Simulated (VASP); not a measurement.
Here is a VASP 6.6.1 calculation.

The input INCAR:

```
PREC     = Accurate       # precision mode
ENCUT    = 520            # plane-wave cutoff, eV
EDIFF    = 1E-7           # SCF threshold, eV
ISMEAR   = 0              # smearing method
SIGMA    = 0.01           # smearing width, eV
LREAL    = False          # projectors in reciprocal space
LASPH    = True           # aspherical terms in the spheres
NELM     = 80             # most SCF steps
ALGO     = Normal         # electronic algorithm
ISIF     = 2              # what is computed and relaxed
LWAVE    = False          # write WAVECAR
LCHARG   = False          # write CHGCAR
GGA      = CA             # functional
NBANDS   = 11             # bands
```

The input KPOINTS:

```
regular mesh
0
Gamma
  10 10 10
```

Contents of POSCAR:

```
BP
1.0
    0.0000000000      2.2000780879      2.2000780879
    2.2000780879      0.0000000000      2.2000780879
    2.2000780879      2.2000780879      0.0000000000
B P
1 1
Direct
    0.0000000000      0.0000000000      0.0000000000
    0.7500000000      0.7500000000      0.7500000000
```

Potentials or basis: VASP PAW LDA potentials, release 64 (B, P).

The run is started by

```console
$ cat potpaw_LDA.64/B/POTCAR potpaw_LDA.64/P/POTCAR > POTCAR
$ mpirun -np 1 vasp_std > vasp.out
```

Q: What does it give for the band gap on the k mesh?

A: 1.08 eV, indirect (least direct gap 3.54 eV).

Q: Predict the pressure.

A: 11.8 GPa.

A k mesh can miss the band edges. Expect the measured gap to be larger: semilocal functionals such as LDA lack the derivative discontinuity.
